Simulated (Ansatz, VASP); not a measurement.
Two plane-wave programs on ScAlN2

```
Sc Al N
1.0
     4.17335    0.00000    0.00000
     0.00000    3.02139    0.00000
     0.00000    0.00000    6.30121
Sc Al N
1 1 2
Direct
  0.00000 0.00000 0.00000
  0.00000 0.50000 0.50000
  0.00000 0.00000 0.30868
  0.00000 0.00000 0.69132
```

Alike in both runs: functional PBE; k mesh 6 × 6 × 4; occupations gaussian, width 0.1 eV; no spin polarisation.

Ansatz relaxed the structure, and its values are those at the end. VASP's run is a single point on that final structure, the one shown.

|  | VASP | Ansatz |
| --- | --- | --- |
| version | VASP 6.6.1 | Ansatz 0.2.0 |
| potentials or method | VASP PAW PBE potentials, release 64 (Sc_sv, Al, N), cutoff 520 eV | scalar-relativistic, plane waves, PAW |
| valence electrons in the cell | 24 | 24 |

|  | VASP | Ansatz | Ansatz less VASP |
| --- | --- | --- | --- |
| gap on the k mesh at the Fermi level (eV) | none | none | - |
| pressure (GPa) | 0.2 | 0.0 | -0.16 |
| rms of the force components (eV/Å) | 0.045 | 0.002 | -0.0426 |

A gap of «none» marks a metal or a gap that the smearing closes. The functional is the same, so the differences come from potentials, cutoffs and numerics.
